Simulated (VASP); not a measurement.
# LiH (P6_3/mmc) in VASP: notebook

LiH is run at these levels: PBE, r2SCAN, HSE06; tasks: single point.

Everything below comes from runs of VASP 6.6.1. Logs are shortened: lines on timing, memory, paths and dates and some standing lists are left out, and cuts for length are marked.

## 1. The cell of the first run

Symmetry: P6_3/mmc, No. 194, hexagonal system. Conventional cell: a = 3.139 Å, b = 3.139 Å, c = 4.069 Å, α = 90.00°, β = 90.00°, γ = 120.00°. Within 2.4 Å of Li (site symmetry -6m2) lie 5 H at 1.81 to 2.03 Å. H (site symmetry -6m2) has 5 Li at 1.81 to 2.03 Å within 2.4 Å.

## 2. Single point, PBE (biaxial xy strain -3.6%)

File INCAR:

```
ALGO = Normal ; EDIFF = 1E-6
ENCUT = 520 ; GGA = PE
ISIF = 2 ; ISMEAR = -1
LASPH = T ; LCHARG = F
LREAL = F ; LWAVE = F
NBANDS = 12 ; NELM = 80
PREC = Accurate ; SIGMA = 0.02
```

File KPOINTS:

```
k-points
0
Gamma
  12 12 6
```

File POSCAR:

```
LiH
1.0
    3.1386262190      0.0000000000      0.0000000000
   -1.5693131095      2.7181300386      0.0000000000
    0.0000000000      0.0000000000      4.0690682547
Li H
2 2
Direct
    0.3333333333      0.6666666667      0.2500000000
    0.6666666667      0.3333333333      0.7500000000
    0.6666666667      0.3333333333      0.2500000000
    0.3333333333      0.6666666667      0.7500000000
```

Potentials or basis: VASP PAW PBE potentials, release 64 (Li_sv, H).

On the command line:

```
cat potpaw_PBE.64/Li_sv/POTCAR potpaw_PBE.64/H/POTCAR > POTCAR
mpirun -np 1 vasp_std > vasp.out
```

OUTCAR:

```text
EDIFF = 1E-6
   ENCUT = 520
   GGA = PE
   ISIF = 2
   ISMEAR = -1
   LASPH = T
   LREAL = F
   NELM = 80
   PREC = Accurate

 ion  position               nearest neighbor table
   1  0.333  0.667  0.250-
   2  0.667  0.333  0.750-
   3  0.667  0.333  0.250-
   4  0.333  0.667  0.750-

  LATTYP: Found a hexagonal cell.
 ALAT       =     3.1386262190
 C/A-ratio  =     1.2964488189

  Lattice vectors:

 A1 = (   3.1386262190,   0.0000000000,   0.0000000000)
 A2 = (  -1.5693131095,   2.7181300386,   0.0000000000)
 A3 = (   0.0000000000,   0.0000000000,   4.0690682547)

Analysis of symmetry for initial positions (statically):
=====================================================================
 Subroutine PRICEL returns:
 Original cell was already a primitive cell.

 Routine SETGRP: Setting up the symmetry group for a
 hexagonal supercell.

 Subroutine GETGRP returns: Found 24 space group operations
 (whereof 12 operations were pure point group operations)
 out of a pool of 24 trial point group operations.

The static configuration has the point symmetry D_3d.
 The point group associated with its full space group is D_6h.

Analysis of symmetry for dynamics (positions and initial velocities):
=====================================================================
 Subroutine PRICEL returns:
 Original cell was already a primitive cell.

 Routine SETGRP: Setting up the symmetry group for a
 hexagonal supercell.

 Subroutine GETGRP returns: Found 24 space group operations
 (whereof 12 operations were pure point group operations)
 out of a pool of 24 trial point group operations.

The dynamic configuration has the point symmetry D_3d.
 The point group associated with its full space group is D_6h.

 Subroutine INISYM returns: Found 24 space group operations
 (whereof 12 operations are pure point group operations),
 and found     1 'primitive' translations

----------------------------------------------------------------------------------------

                                     Primitive cell

  volume of cell :      34.7140

  direct lattice vectors                    reciprocal lattice vectors
     3.138626219  0.000000000  0.000000000     0.318610733  0.183949992  0.000000000
    -1.569313109  2.718130039  0.000000000     0.000000000  0.367899985  0.000000000
     0.000000000  0.000000000  4.069068255     0.000000000  0.000000000  0.245756507

  length of vectors
     3.138626219  3.138626219  4.069068255     0.367899985  0.367899985  0.245756507

  position of ions in fractional coordinates (direct lattice)
     0.333333333  0.666666667  0.250000000
     0.666666667  0.333333333  0.750000000
     0.666666667  0.333333333  0.250000000
     0.333333333  0.666666667  0.750000000

  ion indices of the primitive-cell ions
   primitive index   ion index
                 1           1
                 2           2
                 3           3
                 4           4

----------------------------------------------------------------------------------------

 KPOINTS: k-points

Automatic generation of k-mesh.
 Grid dimensions read from file:
 generate k-points for:   12   12    6

 Generating k-lattice:

  Cartesian coordinates                     Fractional coordinates (reciprocal lattice)
     0.026550894  0.015329166  0.000000000     0.083333333  0.000000000  0.000000000
     0.000000000  0.030658332  0.000000000     0.000000000  0.083333333  0.000000000
     0.000000000  0.000000000  0.040959418     0.000000000  0.000000000  0.166666667

  Length of vectors
     0.030658332  0.030658332  0.040959418

  Shift w.r.t. Gamma in fractional coordinates (k-lattice)
     0.000000000  0.000000000  0.000000000

 Subroutine IBZKPT returns following result:
 ===========================================

 Found     76 irreducible k-points:

 Following reciprocal coordinates:
            Coordinates               Weight
  0.000000  0.000000  0.000000      1.000000
  0.083333 -0.000000  0.000000      6.000000
  0.166667 -0.000000  0.000000      6.000000
  0.250000 -0.000000  0.000000      6.000000
  0.333333  0.000000  0.000000      6.000000
  0.416667 -0.000000  0.000000      6.000000
[... 16 lines left out ...]
  0.250000 -0.000000  0.166667     12.000000
  0.333333  0.000000  0.166667     12.000000
 [... further k-points ...]
   k-points           NKPTS =     76   k-points in BZ     NKDIM =     76   number of bands    NBANDS=     12
   number of dos      NEDOS =    301   number of ions     NIONS =      4
   total plane-waves  NPLWV =  17280
   dimension x,y,z NGX =    24 NGY =   24 NGZ =   30
   dimension x,y,z NGXF=    48 NGYF=   48 NGZF=   60
   ions per type =               2   2
   NGX,Y,Z   is equivalent  to a cutoff of  12.71, 12.71, 12.26 a.u.
   NGXF,Y,Z  is equivalent  to a cutoff of  25.42, 25.42, 24.51 a.u.
 SYSTEM =  unknown system
   PREC   = accura    normal or accurate (medium, high low for compatibility)
   ISTART =      0    job   : 0-new  1-cont  2-samecut
   ICHARG =      2    charge: 1-file 2-atom 10-const
   ISPIN  =      1    spin polarized calculation?
   LNONCOLLINEAR =      F non collinear calculations
   LSORBIT =      F    spin-orbit coupling
   LASPH  =      T    aspherical Exc in radial PAW
   ENCUT  =  520.0 eV  38.22 Ry    6.18 a.u.   5.84  5.84  7.57*2*pi/ulx,y,z
   NELM   =     80;   NELMIN=  2; NELMDL= -5     # of ELM steps
   EDIFF  = 0.1E-05   stopping-criterion for ELM
   LREAL  =      F    real-space projection
   EDIFFG = 0.1E-04   stopping-criterion for IOM
   NSW    =      0    number of steps for IOM
   IBRION =     -1    ionic relax: 0-MD 1-quasi-New 2-CG
   NFREE  =      0    steps in history (QN), initial steepest desc. (CG)
   ISIF   =      2    stress and relaxation
   ISYM   =      2    0-nonsym 1-usesym 2-fastsym
   POTIM  = 0.5000    time-step for ionic-motion
   TEBEG  =    0.0;   TEEND  =   0.0 temperature during run
   PSTRESS=    0.0 pullay stress
   NELECT =       8.0000    total number of electrons
   NUPDOWN=      -1.0000    fix difference up-down
   EMIN   =  10.00;   EMAX   =-10.00  energy-range for DOS
   EFERMI =   0.00;   METHOD = LEGACY
   ISMEAR =    -1;   SIGMA  =   0.02  broadening in eV -4-tet -1-fermi 0-gaus
   EFERMI_NEDOS =   21; number of points for ismear=-14 and -15
   IALGO  =     38    algorithm
   IMIX   =      4    mixing-type and parameters
     AMIX     =   0.40;   BMIX     =  1.00
     AMIX_MAG =   1.60;   BMIX_MAG =  1.00
  volume/ion in A,a.u.               =       8.68        58.57
  Fermi-wavevector in a.u.,A,eV,Ry     =   1.003698  1.896715 13.706651  1.007410
  Thomas-Fermi vector in A             =   2.136267
   LORBIT       =      0    0 simple, 1 ext, 2 COOP (PROOUT), +10 PAW based schemes
   GGA     = PE    functional components
   LHFCALC =     F    Hartree Fock is set to
   AEXX    =    0.0000 exact exchange contribution
   IVDW    =     0    specifies the selected vdW correction
   LEPSILON=     F    determine dielectric tensor
   LRPA    =     F    only Hartree local field effects (RPA)
 non-spin polarized calculation
  energy-cutoff  :      520.00
  volume of cell :       34.71
 maximum number of plane-waves:       948
 NGX is ok and might be reduce to    24
   NGX = 11   NGY = 11   NGZ = 15

 number of electron       8.0000013 magnetization

 Free energy of the ion-electron system (eV)
  ---------------------------------------------------
  ext. energy  EPLUGINS =         0.00000000
  ---------------------------------------------------
  free energy    TOTEN  =       -12.13667507 eV

  energy without entropy =      -12.13667507  energy(sigma->0) =      -12.13667507

 E-fermi :   0.3743     XC(G=0):  -8.1150

 val. band max:       -0.0023845518   @ k =   0.0000   0.0000   0.0000
 cond. band min:       1.9608804021   @ k =   0.3333   0.3333   0.0000
 fundamental gap:      1.9632649540
 Fermi energy:         0.3742510675

 k-point     1 :       0.0000    0.0000    0.0000
  band No.  band energies     occupation
      1     -44.3999      2.00000
      2     -44.3309      2.00000
      3      -5.3328      2.00000
      4      -0.0024      2.00000
      5       2.8662      0.00000
      6      11.6495      0.00000
      7      11.6495      0.00000
      8      12.2526      0.00000
      9      14.4170      0.00000
     10      14.4170      0.00000
     11      16.0864      0.00000
     12      18.8584      0.00000

 k-point     2 :       0.0833   -0.0000    0.0000
  band No.  band energies     occupation
      1     -44.3981      2.00000
      2     -44.3311      2.00000
      3      -5.2470      2.00000
      4      -0.0412      2.00000
      5       3.0018      0.00000
      6      10.5253      0.00000
      7      11.0333      0.00000
      8      11.9849      0.00000
      9      15.1921      0.00000
     10      15.4452      0.00000
     11      15.8691      0.00000
     12      18.0169      0.00000

 k-point     3 :       0.1667   -0.0000    0.0000
  band No.  band energies     occupation
      1     -44.3929      2.00000
      2     -44.3321      2.00000
      3      -4.9905      2.00000
      4      -0.1707      2.00000
      5       3.4074      0.00000
      6       8.5638      0.00000
      7      10.0251      0.00000
      8      11.8756      0.00000
      9      15.2679      0.00000
     10      16.0695      0.00000
     11      16.1178      0.00000
     12      16.1918      0.00000

 k-point     4 :       0.2500   -0.0000    0.0000
  band No.  band energies     occupation
      1     -44.3854      2.00000
      2     -44.3341      2.00000
      3      -4.5669      2.00000
      4      -0.4336      2.00000
      5       4.0782      0.00000
      6       6.8832      0.00000
      7       9.1435      0.00000
      8      11.3430      0.00000
      9      13.8659      0.00000
     10      15.0969      0.00000
     11      15.9871      0.00000
     12      16.3987      0.00000

 k-point     5 :       0.3333    0.0000    0.0000
  band No.  band energies     occupation
      1     -44.3767      2.00000
      2     -44.3371      2.00000
      3      -3.9878      2.00000
      4      -0.8884      2.00000
      5       4.9999      0.00000
      6       5.6819      0.00000
      7       8.4902      0.00000
      8      10.5437      0.00000
      9      11.7433      0.00000
     10      15.4726      0.00000
     11      15.4986      0.00000
     12      16.5998      0.00000
[... 228 lines left out ...]
      1     -44.3935      2.00000
      2     -44.3355      2.00000
      3      -5.0851      2.00000
      4      -1.0877      2.00000
      5       4.4520      0.00000
      6      10.6843      0.00000
      7      11.2704      0.00000
      8      12.0031      0.00000
      9      15.1220      0.00000
     10      15.2226      0.00000
     11      15.4603      0.00000
     12      17.4447      0.00000

 k-point    22 :       0.1667   -0.0000    0.1667
  band No.  band energies     occupation
      1     -44.3888      2.00000
      2     -44.3361      2.00000
      3      -4.8343      2.00000
      4      -1.0563      2.00000
      5       4.6306      0.00000
      6       8.7627      0.00000
      7      10.2658      0.00000
      8      11.7144      0.00000
      9      14.3593      0.00000
     10      15.3919      0.00000
     11      15.4251      0.00000
     12      17.4210      0.00000

 k-point    23 :       0.2500   -0.0000    0.1667
  band No.  band energies     occupation
      1     -44.3819      2.00000
      2     -44.3375      2.00000
      3      -4.4219      2.00000
      4      -1.0794      2.00000
      5       4.8519      0.00000
      6       7.2244      0.00000
      7       9.3859      0.00000
      8      10.6964      0.00000
      9      14.0075      0.00000
     10      14.8024      0.00000
     11      14.9917      0.00000
     12      16.5941      0.00000

 k-point    24 :       0.3333    0.0000    0.1667
  band No.  band energies     occupation
      1     -44.3740      2.00000
      2     -44.3397      2.00000
      3      -3.8637      2.00000
      4      -1.2653      2.00000
      5       4.8153      0.00000
      6       6.5714      0.00000
      7       8.7335      0.00000
      8       9.4612      0.00000
      9      13.1519      0.00000
     10      14.2244      0.00000
     11      15.0218      0.00000
     12      16.3210      0.00000

 [... further k-points ...]

------------------------ aborting loop because EDIFF is reached ----------------------------------------

  FORCE on cell =-STRESS in cart. coord.  units (eV):
  Direction    XX          YY          ZZ          XY          YZ          ZX
  --------------------------------------------------------------------------------------
  -------------------------------------------------------------------------------------
  Total        0.6791487      0.6791487      0.1808676     -0.0000000      0.0000000      0.0000000
  in kB       31.3451732     31.3451732      8.3476937     -0.0000000      0.0000000      0.0000000
  external PRESSURE =      23.6793467 kB  Pullay stress =       0.0000000 kB

 VOLUME and BASIS-vectors are now :
 -----------------------------------------------------------------------------
  energy-cutoff  :      520.00
  volume of cell :       34.71
      direct lattice vectors                 reciprocal lattice vectors
     3.138626219  0.000000000  0.000000000     0.318610733  0.183949992  0.000000000
    -1.569313109  2.718130039  0.000000000     0.000000000  0.367899985  0.000000000
     0.000000000  0.000000000  4.069068255     0.000000000  0.000000000  0.245756507

 POSITION                                       TOTAL-FORCE (eV/Angst)
 -----------------------------------------------------------------------------------
     -0.00000      1.81209      1.01727         0.000000     -0.000000      0.000000
      1.56931      0.90604      3.05180        -0.000000      0.000000      0.000000
      1.56931      0.90604      1.01727        -0.000000     -0.000000      0.000000
     -0.00000      1.81209      3.05180         0.000000      0.000000      0.000000
 -----------------------------------------------------------------------------------
    total drift:                               -0.000000      0.000000      0.000000

  FREE ENERGIE OF THE ION-ELECTRON SYSTEM (eV)
  ---------------------------------------------------
  free  energy   TOTEN  =       -12.1366750699 eV

  energy  without entropy=      -12.1366750699  energy(sigma->0) =      -12.13667507
```

Run time: 30 s. Hardware: 1 thread of AMD EPYC 7R43 (Zen 3), shared host; peak memory 0.12 GiB.

What came out:

```yaml
Free_energy: -12.1367 eV
Band_gap_on_the_k_mesh: 1.96 eV (least direct gap 2.87 eV)
```

Levels at points of the mesh, in eV from the valence-band top:
```tsv
k point	band 1	band 2	band 3	band 4	band 5	band 6	band 7	band 8	band 9
(0.00, 0.00, 0.00)	-44.40	-44.33	-5.33	0.00	2.87	11.65	11.65	12.25	14.42
(0.50, 0.00, 0.00)	-44.36	-44.34	-2.75	-2.07	4.80	6.92	7.96	8.82	9.68
(0.00, 0.00, 0.50)	-44.36	-44.36	-3.82	-3.82	9.84	9.84	13.65	13.65	13.65
(0.50, 0.00, 0.50)	-44.35	-44.35	-2.42	-2.42	4.53	4.53	10.14	10.14	12.02
```

Caveat: the cell differs from its parent crystal (biaxial xy strain -3.6%); the cutoff is under 1.25 times the usual one of these potentials, so pressure, stress and relaxed cells hold a basis-set (Pulay) error. A k mesh can miss the band edges.

[end of part 1 of 3]
